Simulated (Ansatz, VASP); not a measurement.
## One calculation of Cr, two programs

The input INCAR:

```
PREC = Accurate ; ENCUT = 520
EDIFF = 1E-6 ; ISMEAR = -1
SIGMA = 0.05 ; LREAL = F
LASPH = T ; NELM = 150
ALGO = Normal ; ISIF = 2
LWAVE = F ; LCHARG = T
ISPIN = 2 ; MAGMOM = -3 3
LORBIT = 11 ; LMAXMIX = 4
GGA = PE ; LELF = T
LVHAR = T ; NBANDS = 23
```

KPOINTS

```
Automatic mesh
0
Gamma
  11 11 11
```

File POSCAR:

```
Cr
1.0
    2.9389084223      0.0000000000      0.0000000000
    0.0000000000      2.9389084223      0.0000000000
    0.0000000000      0.0000000000      2.9389084223
Cr
2
Direct
    0.0000000000      0.0000000000      0.0000000000
    0.5000000000      0.5000000000      0.5000000000
```

Input for Ansatz:

```yaml
crystal:
  lattice:
    - [2.9389084223, 0.0, 0.0]
    - [0.0, 2.9389084223, 0.0]
    - [0.0, 0.0, 2.9389084223]
  atoms:
    - { symbol: Cr, position: [0.0, 0.0, 0.0], spin: -3.0 }
    - { symbol: Cr, position: [0.5, 0.5, 0.5], spin: 3.0 }
magnetization:
  spin_polarized: true
kpoints:
  mp_grid: { grid: [11, 11, 11] }
scf:
  occupations: { method: fermi_dirac, width: 0.05 }
hamiltonian:
  xc: pbe
  pseudopotentials: { kind: all_electron, lapw: { basis_error: 0.00025 } }
output:
  forces: true
  stress: true
  eigenvalues: true
```

Change from the starting cell: volume scaled by 0.97.

Alike in both runs: task single point; functional PBE; k mesh 11 × 11 × 11; occupations fermi-dirac, width 0.05 eV; collinear spin.

```csv
,VASP,Ansatz
version,VASP 6.6.1,Ansatz 0.2.0
potentials or method,"VASP PAW PBE potentials, release 64 (Cr_pv), cutoff 520 eV","all-electron LAPW, scalar-relativistic"
```

Ansatz gave:

| Item | Value |
| --- | --- |
| pressure (GPa) | -10.9 |
| net moment per atom (μB) | 0.00 |
| size of the moment on the site where the two differ most (μB) | 1.55 |

Question: Estimate VASP's values.

Answer: Pressure (GPa): -10.7; net moment per atom (μB): 0.00; size of the moment on the site where the two differ most (μB): 1.60.

Site moments also hang on the region over which each program counts them. Ansatz ran all-electron here, and VASP with PAW potentials.
